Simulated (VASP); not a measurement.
# Al2Cu in VASP: further runs, part 2 of 2

VASP 6.6.1. Earlier steps stand in the parts before.

### 3 Single point, r2SCAN (biaxial strain in the a-b plane: -2.0 %, then relaxed in part)

File POSCAR:

```
Al2Cu
1.0
    2.8097320321      2.8097320321      0.0000000000
   -2.8097320321      2.8097320321      0.0000000000
    0.0000000000      0.0000000000      5.8084938869
Al Cu
4 2
Direct
    0.5000000000      0.0000000000      0.2500000000
    0.0000000000      0.5000000000      0.2500000000
    0.0000000000      0.5000000000      0.7500000000
    0.5000000000      0.0000000000      0.7500000000
    0.0000000000      0.0000000000      0.5000000000
    0.5000000000      0.5000000000      0.0000000000
```

File INCAR.step1:

```
SYSTEM = Al2Cu
ALGO = Normal
EDIFF = 1E-4
ENCUT = 520
GGA = PE
ISMEAR = 0
LASPH = .TRUE.
LCHARG = .FALSE.
LREAL = .FALSE.
LWAVE = .TRUE.
NBANDS = 26
NELM = 100
PREC = Accurate
SIGMA = 0.1
```

File INCAR.step2:

```
SYSTEM = Al2Cu
ALGO = Normal
EDIFF = 1E-7
ENCUT = 520
ISIF = 2
ISMEAR = 0
ISTART = 1
LASPH = .TRUE.
LCHARG = .FALSE.
LMIXTAU = .TRUE.
LREAL = .FALSE.
LWAVE = .FALSE.
METAGGA = R2SCAN
NBANDS = 26
NELM = 100
PREC = Accurate
SIGMA = 0.1
```

File KPOINTS:

```
k-points
0
G
  10 10 6
  0 0 0
```

Potentials or basis: VASP PAW PBE potentials, release 64 (Al, Cu).

Run with:

```bash
$ cat potpaw_PBE.64/Al/POTCAR potpaw_PBE.64/Cu/POTCAR > POTCAR
$ cp INCAR.step1 INCAR
$ mpirun -np 1 vasp_std > vasp.out
$ cp INCAR.step2 INCAR
$ mpirun -np 1 vasp_std > vasp.out
```

OUTCAR:

```text
SYSTEM = Al2Cu
   EDIFF = 1E-7
   ENCUT = 520
   ISIF = 2
   ISMEAR = 0
   ISTART = 1
   LASPH = .TRUE.
   LREAL = .FALSE.
   METAGGA = R2SCAN
   NELM = 100
   PREC = Accurate

 ion  position               nearest neighbor table
   1  0.500  0.000  0.250-   5 2.46   6 2.46   6 2.46   5 2.46   2 2.81   2 2.81   2 2.81   2 2.81
                             4 2.90   4 2.90
   2  0.000  0.500  0.250-   5 2.46   6 2.46   5 2.46   6 2.46   1 2.81   1 2.81   1 2.81   1 2.81
                             3 2.90   3 2.90
   3  0.000  0.500  0.750-   5 2.46   6 2.46   5 2.46   6 2.46   4 2.81   4 2.81   4 2.81   4 2.81
                             2 2.90   2 2.90
   4  0.500  0.000  0.750-   5 2.46   6 2.46   6 2.46   5 2.46   3 2.81   3 2.81   3 2.81   3 2.81
                             1 2.90   1 2.90
   5  0.000  0.000  0.500-   1 2.46   2 2.46   3 2.46   4 2.46   2 2.46   3 2.46   1 2.46   4 2.46

   6  0.500  0.500  0.000-   1 2.46   2 2.46   3 2.46   4 2.46   1 2.46   4 2.46   2 2.46   3 2.46

  LATTYP: Found a simple tetragonal cell.
 ALAT       =     3.9735611464
 C/A-ratio  =     1.4617854546

  Lattice vectors:

 A1 = (   2.8097320321,   2.8097320321,   0.0000000000)
 A2 = (  -2.8097320321,   2.8097320321,   0.0000000000)
 A3 = (   0.0000000000,   0.0000000000,   5.8084938869)

Analysis of symmetry for initial positions (statically):
=====================================================================
 Subroutine PRICEL returns following result:

  LATTYP: Found a body centered tetragonal cell.
 ALAT       =     3.9735611464
 C/A-ratio  =     1.4617854546

  Lattice vectors:

 A1 = (   2.8097320321,   0.0000000000,  -2.9042469435)
 A2 = (  -2.8097320321,   0.0000000000,  -2.9042469434)
 A3 = (   0.0000000000,   2.8097320321,   2.9042469434)

   2 primitive cells build up your supercell.

 Routine SETGRP: Setting up the symmetry group for a
 simple tetragonal supercell.

 Subroutine GETGRP returns: Found 16 space group operations
 (whereof 16 operations were pure point group operations)
 out of a pool of 16 trial point group operations.

The static configuration has the point symmetry D_4h.

Analysis of symmetry for dynamics (positions and initial velocities):
=====================================================================
 Subroutine PRICEL returns following result:

  LATTYP: Found a body centered tetragonal cell.
 ALAT       =     3.9735611464
 C/A-ratio  =     1.4617854546

  Lattice vectors:

 A1 = (   2.8097320321,   0.0000000000,  -2.9042469435)
 A2 = (  -2.8097320321,   0.0000000000,  -2.9042469434)
 A3 = (   0.0000000000,   2.8097320321,   2.9042469434)

   2 primitive cells build up your supercell.

 Routine SETGRP: Setting up the symmetry group for a
 simple tetragonal supercell.

 Subroutine GETGRP returns: Found 16 space group operations
 (whereof 16 operations were pure point group operations)
 out of a pool of 16 trial point group operations.

The dynamic configuration has the point symmetry D_4h.

 Subroutine INISYM returns: Found 16 space group operations
 (whereof 16 operations are pure point group operations),
 and found     2 'primitive' translations

[... 50 lines left out ...]

 Following reciprocal coordinates:
            Coordinates               Weight
  0.000000  0.000000  0.000000      1.000000
  0.100000  0.000000  0.000000      4.000000
  0.200000  0.000000  0.000000      4.000000
  0.300000  0.000000  0.000000      4.000000
  0.400000  0.000000  0.000000      4.000000
  0.500000  0.000000  0.000000      2.000000
[... 16 lines left out ...]
  0.100000  0.000000  0.166667      8.000000
  0.200000  0.000000  0.166667      8.000000
 [... further k-points ...]
   k-points           NKPTS =     84   k-points in BZ     NKDIM =     84   number of bands    NBANDS=     26
   number of dos      NEDOS =    301   number of ions     NIONS =      6
   total plane-waves  NPLWV =  43200
   dimension x,y,z NGX =    30 NGY =   30 NGZ =   48
   dimension x,y,z NGXF=    60 NGYF=   60 NGZF=   96
   ions per type =               4   2
   NGX,Y,Z   is equivalent  to a cutoff of  12.55, 12.55, 13.74 a.u.
   NGXF,Y,Z  is equivalent  to a cutoff of  25.10, 25.10, 27.48 a.u.
 SYSTEM =  Al2Cu
   PREC   = accura    normal or accurate (medium, high low for compatibility)
   ISTART =      1    job   : 0-new  1-cont  2-samecut
   ICHARG =      0    charge: 1-file 2-atom 10-const
   ISPIN  =      1    spin polarized calculation?
   LNONCOLLINEAR =      F non collinear calculations
   LSORBIT =      F    spin-orbit coupling
   LASPH  =      T    aspherical Exc in radial PAW
   ENCUT  =  520.0 eV  38.22 Ry    6.18 a.u.   7.39  7.39 10.80*2*pi/ulx,y,z
   NELM   =    100;   NELMIN=  2; NELMDL=  0     # of ELM steps
   EDIFF  = 0.1E-06   stopping-criterion for ELM
   LREAL  =      F    real-space projection
   EDIFFG = 0.1E-05   stopping-criterion for IOM
   NSW    =      0    number of steps for IOM
   IBRION =     -1    ionic relax: 0-MD 1-quasi-New 2-CG
   NFREE  =      0    steps in history (QN), initial steepest desc. (CG)
   ISIF   =      2    stress and relaxation
   ISYM   =      2    0-nonsym 1-usesym 2-fastsym
   POTIM  = 0.5000    time-step for ionic-motion
   TEBEG  =    0.0;   TEEND  =   0.0 temperature during run
   PSTRESS=    0.0 pullay stress
   NELECT =      34.0000    total number of electrons
   NUPDOWN=      -1.0000    fix difference up-down
   EMIN   =  10.00;   EMAX   =-10.00  energy-range for DOS
   EFERMI =   0.00;   METHOD = LEGACY
   ISMEAR =     0;   SIGMA  =   0.10  broadening in eV -4-tet -1-fermi 0-gaus
   EFERMI_NEDOS =   21; number of points for ismear=-14 and -15
   IALGO  =     38    algorithm
   IMIX   =      4    mixing-type and parameters
     AMIX     =   0.40;   BMIX     =  1.00
     AMIX_MAG =   1.60;   BMIX_MAG =  1.00
  volume/ion in A,a.u.               =      15.29       103.15
  Fermi-wavevector in a.u.,A,eV,Ry     =   1.176052  2.222417 18.818209  1.383099
  Thomas-Fermi vector in A             =   2.312423
   LORBIT       =      0    0 simple, 1 ext, 2 COOP (PROOUT), +10 PAW based schemes
   METAGGA = R2SCAN    functional components
   LHFCALC =     F    Hartree Fock is set to
   AEXX    =    0.0000 exact exchange contribution
   IVDW    =     0    specifies the selected vdW correction
   LEPSILON=     F    determine dielectric tensor
   LRPA    =     F    only Hartree local field effects (RPA)
 non-spin polarized calculation
 Gauss-broadening in eV      SIGMA  =   0.10
  energy-cutoff  :      520.00
  volume of cell :       91.71
 maximum number of plane-waves:      2502
 NGX is ok and might be reduce to    30

 number of electron      34.0000045 magnetization

 Free energy of the ion-electron system (eV)
  ---------------------------------------------------
  ext. energy  EPLUGINS =         0.00000000
  ---------------------------------------------------
  free energy    TOTEN  =       -49.78472780 eV

  energy without entropy =      -49.77492094  energy(sigma->0) =      -49.77982437

 E-fermi :   7.3772     XC(G=0): -11.3511

 val. band max:        7.3700851106   @ k =   0.4000   0.1000   0.3333
 cond. band min:       7.3877717125   @ k =   0.3000   0.0000   0.5000
 fundamental gap:      0.0176866019
 Fermi energy:         7.3771957750

 k-point     1 :       0.0000    0.0000    0.0000
  band No.  band energies     occupation
      1      -3.6487      2.00000
      2       0.5296      2.00000
      3       0.9746      2.00000
      4       1.9819      2.00000
      5       2.4542      2.00000
      6       2.4542      2.00000
[... 685 lines left out ...]
     25      13.5313      0.00000
     26      14.0732      0.00000

 [... further k-points ...]

------------------------ aborting loop because EDIFF is reached ----------------------------------------

  FORCE on cell =-STRESS in cart. coord.  units (eV):
  Direction    XX          YY          ZZ          XY          YZ          ZX
  --------------------------------------------------------------------------------------
  -------------------------------------------------------------------------------------
  Total        2.6737912      2.6737912     -0.0494190      0.0000000      0.0000000      0.0000000
  in kB       46.7105234     46.7105234     -0.8633384      0.0000000      0.0000000      0.0000000
  external PRESSURE =      30.8525695 kB  Pullay stress =       0.0000000 kB

 VOLUME and BASIS-vectors are now :
 -----------------------------------------------------------------------------
  energy-cutoff  :      520.00
  volume of cell :       91.71
      direct lattice vectors                 reciprocal lattice vectors
     2.809732032  2.809732032  0.000000000     0.177952913  0.177952913  0.000000000
    -2.809732032  2.809732032  0.000000000    -0.177952913  0.177952913  0.000000000
     0.000000000  0.000000000  5.808493887     0.000000000  0.000000000  0.172161669

 POSITION                                       TOTAL-FORCE (eV/Angst)
 -----------------------------------------------------------------------------------
      1.40487      1.40487      1.45212        -0.000000     -0.000000      0.000000
     -1.40487      1.40487      1.45212        -0.000000     -0.000000     -0.000000
     -1.40487      1.40487      4.35637        -0.000000     -0.000000     -0.000000
      1.40487      1.40487      4.35637        -0.000000     -0.000000     -0.000000
      0.00000      0.00000      2.90425        -0.000000     -0.000000      0.000000
      0.00000      2.80973      0.00000         0.000000      0.000000      0.000000
 -----------------------------------------------------------------------------------
    total drift:                               -0.000000      0.000000     -0.000000

  FREE ENERGIE OF THE ION-ELECTRON SYSTEM (eV)
  ---------------------------------------------------
  free  energy   TOTEN  =       -49.7847278027 eV

  energy  without entropy=      -49.7749209368  energy(sigma->0) =      -49.77982437
```

It took 6.2 min on 1 thread of Intel Xeon 6975P-C (Granite Rapids), shared host; peak memory 0.32 GiB.

What came out:

| Quantity | Value |
| --- | --- |
| Free energy | -49.7847 eV |
| Pressure | 3.1 GPa |
| Band gap on the k mesh | zero (bands 17 and 18 overlap by 4.55 eV) |

Levels at points of the mesh, in eV from the Fermi level:
```tsv
k point	band 13	band 14	band 15	band 16	band 17	band 18	band 19	band 20	band 21	band 22
(0.00, 0.00, 0.00)	-4.11	-2.07	-2.07	0.94	1.85	2.81	3.05	3.05	3.09	3.09
(0.50, 0.00, 0.00)	-3.18	-3.18	-2.98	-2.98	0.49	0.49	3.02	3.02	4.69	4.69
(0.50, 0.50, 0.00)	-3.99	-3.99	-2.43	-2.43	-2.18	-2.18	0.50	0.50	1.65	1.65
(0.00, 0.00, 0.50)	-0.86	-0.86	-0.55	-0.55	-0.55	-0.55	1.65	1.65	2.79	2.79
(0.50, 0.00, 0.50)	-4.21	-4.21	0.40	0.40	0.73	0.73	2.98	2.98	3.24	3.24
(0.50, 0.50, 0.50)	-3.83	-3.83	-3.83	-3.83	-2.70	-2.70	4.32	4.32	4.32	4.32
```

Caveat: the cell differs from its parent crystal (biaxial strain in the a-b plane: -2.0 %, then relaxed in part); the cell stands under pressure; the PAW data sets were made with another functional, which shifts forces and pressure a little.

### 4 Single point, r2SCAN (uniaxial strain along c: +4.0 %, then relaxed in part)

Changes to POSCAR since step 3:

```diff
@@ -2,5 +2,5 @@
 1.0
-    2.8097320321      2.8097320321      0.0000000000
-   -2.8097320321      2.8097320321      0.0000000000
-    0.0000000000      0.0000000000      5.8084938869
+    2.8384027671      2.8384027671      0.0000000000
+   -2.8384027671      2.8384027671      0.0000000000
+    0.0000000000      0.0000000000      5.9635128844
 Al Cu
```

File INCAR.step1:

```
PREC = Accurate ; ENCUT = 520
ISMEAR = 0 ; SIGMA = 0.1
LREAL = F ; LASPH = T
NELM = 60 ; NBANDS = 26
GGA = PE ; ALGO = Normal
EDIFF = 1E-4 ; LWAVE = T
LCHARG = F
```

File INCAR.step2:

```
PREC = Accurate ; ENCUT = 520
EDIFF = 1E-6 ; ISMEAR = 0
SIGMA = 0.1 ; LREAL = F
LASPH = T ; NELM = 60
ALGO = Normal ; ISIF = 2
LWAVE = F ; LCHARG = F
METAGGA = R2SCAN ; LMIXTAU = T
NBANDS = 26 ; ISTART = 1
```

File KPOINTS:

```
Automatic mesh
0
Gamma
  10 10 6
```

Run with:

```bash
$ cat potpaw_PBE.64/Al/POTCAR potpaw_PBE.64/Cu/POTCAR > POTCAR
$ cp INCAR.step1 INCAR
$ mpirun -np 1 vasp_std > vasp.out
$ cp INCAR.step2 INCAR
$ mpirun -np 1 vasp_std > vasp.out
```

It took 7.8 min on 1 thread of Intel Xeon Platinum 8488C (Sapphire Rapids), shared host; peak memory 0.33 GiB.

It converged, with:

| Property | Result |
| --- | --- |
| Free energy | -49.7665 eV |
| Pressure | -1.9 GPa |
| Band gap on the k mesh | zero (bands 17 and 18 overlap by 4.57 eV) |

Stress tensor (GPa, compression positive):
```
-0.15  0.00  0.00
 0.00 -0.15  0.00
 0.00  0.00 -5.42
```

Levels at points of the mesh, in eV from the Fermi level:
| k point | band 15 | band 16 | band 17 | band 18 | band 19 | band 20 |
| --- | --- | --- | --- | --- | --- | --- |
| (0.00, 0.00, 0.00) | -1.91 | 0.88 | 1.94 | 2.71 | 2.84 | 2.84 |
| (0.50, 0.00, 0.00) | -2.97 | -2.97 | 0.58 | 0.58 | 3.03 | 3.03 |
| (0.50, 0.50, 0.00) | -2.43 | -2.43 | -2.06 | -2.06 | 0.26 | 0.26 |
| (0.00, 0.00, 0.50) | -0.47 | -0.47 | -0.47 | -0.47 | 1.57 | 1.57 |
| (0.50, 0.00, 0.50) | 0.33 | 0.33 | 0.81 | 0.81 | 2.76 | 2.76 |
| (0.50, 0.50, 0.50) | -3.69 | -3.69 | -2.63 | -2.63 | 4.01 | 4.01 |

Caveat: the cell differs from its parent crystal (uniaxial strain along c: +4.0 %, then relaxed in part); the PAW data sets were made with another functional, which shifts forces and pressure a little.

### 5 Relaxation of cell and atoms, r2SCAN, target pressure 12 GPa, at which the enthalpy is minimised

This run uses another cell than the first one: it holds 3 atoms, not 6.

File POSCAR:

```
Al2Cu
1.0
   -1.9645514675      1.9645514675      2.7781703423
    1.9645514675     -1.9645514675      2.7781703423
    1.9645514675      1.9645514675     -2.7781703423
Al Cu
2 1
Direct
    0.7500000000      0.2500000000      0.5000000000
    0.2500000000      0.7500000000      0.5000000000
    0.5000000000      0.5000000000      0.0000000000
```

File INCAR.step1:

```
SYSTEM = Al2Cu
PREC = Accurate
ENCUT = 600
ISMEAR = 0
SIGMA = 0.1
LREAL = .FALSE.
LASPH = .TRUE.
NELM = 60
GGA = PE
ALGO = Normal
EDIFF = 1E-4
LWAVE = .TRUE.
LCHARG = .FALSE.
```

File INCAR.step2:

```
SYSTEM = Al2Cu
PREC = Accurate
ENCUT = 600
EDIFF = 1E-6
ISMEAR = 0
SIGMA = 0.1
LREAL = .FALSE.
LASPH = .TRUE.
NELM = 60
ALGO = Normal
ISIF = 3
LWAVE = .FALSE.
LCHARG = .FALSE.
METAGGA = R2SCAN
LMIXTAU = .TRUE.
IBRION = 2
NSW = 70
EDIFFG = -0.008
PSTRESS = 120.0
ISTART = 1
```

File KPOINTS:

```
Automatic mesh
0
G
  14 14 14
  0 0 0
```

Run with:

```bash
$ cat potpaw_PBE.64/Al/POTCAR potpaw_PBE.64/Cu/POTCAR > POTCAR
$ cp INCAR.step1 INCAR
$ mpirun -np 1 vasp_std > vasp.out
$ cp INCAR.step2 INCAR
$ mpirun -np 1 vasp_std > vasp.out
```

It took 19 min on 1 thread of Oxide Virtual Turin-like, shared host; peak memory 0.3 GiB.

The run converged. Its results:

```
Free energy                                                : -24.7732 eV
Relaxed volume                                             : 14.31 Å³/atom
Relaxed cell                                               : a = 3.931 Å, b = 3.931 Å, c = 3.931 Å, α = 120.00°, β = 120.00°, γ = 90.00°
Space group after relaxing (to 0.1 Å)                      : Fm-3m (No. 225)
Energy change on relaxing (the run minimises the enthalpy) : -1.2 meV/atom
Ionic steps                                                : 3
Pressure after relaxing                                    : 12.0 GPa
Band gap on the k mesh                                     : zero (an odd number of electrons rules out a gap without spin polarisation)
```

Step by step:
```
step  energy change (eV)  largest force (eV/Å)  pressure (GPa)  volume (Å³)
   1              0.0000                0.0000           12.21        42.89
   2             -0.0088                0.0000           11.82        43.01
   3             -0.0037                0.0000           11.96        42.94
```

Final structure:
```
CELL_PARAMETERS angstrom
-1.96530 1.96530 2.77926
1.96530 -1.96530 2.77926
1.96530 1.96530 -2.77926
ATOMIC_POSITIONS crystal
Al 0.75000 0.25000 0.50000
Al 0.25000 0.75000 0.50000
Cu 0.50000 0.50000 0.00000
```

Levels at points of the mesh, in eV from the Fermi level:
```tsv
k point	band 5	band 6	band 7	band 8	band 9	band 10	band 11	band 12
(0.00, 0.00, 0.00)	-4.53	-4.53	3.05	3.05	3.05	3.46	3.46	3.46
(0.50, 0.00, 0.00)	-4.44	-4.44	-4.43	0.62	0.62	3.33	3.33	4.98
(0.50, 0.50, 0.00)	-4.55	-4.33	-4.19	-2.30	-2.30	0.97	1.73	9.75
(0.50, 0.50, 0.50)	-4.55	-4.33	-4.19	-2.30	-2.30	0.97	1.73	9.75
```

Caveat: the cell is relaxed towards a set pressure, so the run minimises the enthalpy, not the energy; the PAW data sets were made with another functional, which shifts forces and pressure a little.

### 6 The runs side by side

| task | cell | k mesh | cutoff (eV) | gap on the mesh (eV) | pressure (GPa) |
| --- | --- | --- | --- | --- | --- |
| single point | a = 3.974, b = 3.974, c = 5.803 Å, 6 atoms, atomic positions A | 10 × 10 × 6 | 520 | none | 3.2 |
| single point | a = 3.974, b = 3.974, c = 5.808 Å, 6 atoms, atomic positions A | 10 × 10 × 6 | 520 | none | 3.1 |
| single point | a = 4.014, b = 4.014, c = 5.964 Å, 6 atoms, atomic positions A | 10 × 10 × 6 | 520 | none | -1.9 |
| relaxation of cell and atoms | relaxed to 12 GPa from a = 3.929 Å, angles 120.0, 120.0, 90.0°, 3 atoms, atomic positions B | 14 × 14 × 14 | 600 | none | 12.0 |

Alike in all rows: level r2SCAN; potentials or basis VASP PAW PBE potentials, release 64 (Al, Cu); no spin polarisation; smearing gaussian 0.1 eV.

Caveats: the PAW data sets were made with another functional, which shifts forces and pressure a little; the cell stands under pressure (at least some runs); the cell is relaxed towards a set pressure, so the run minimises the enthalpy, not the energy (at least some runs).

Absolute energies hang on the potentials; compare differences alone.
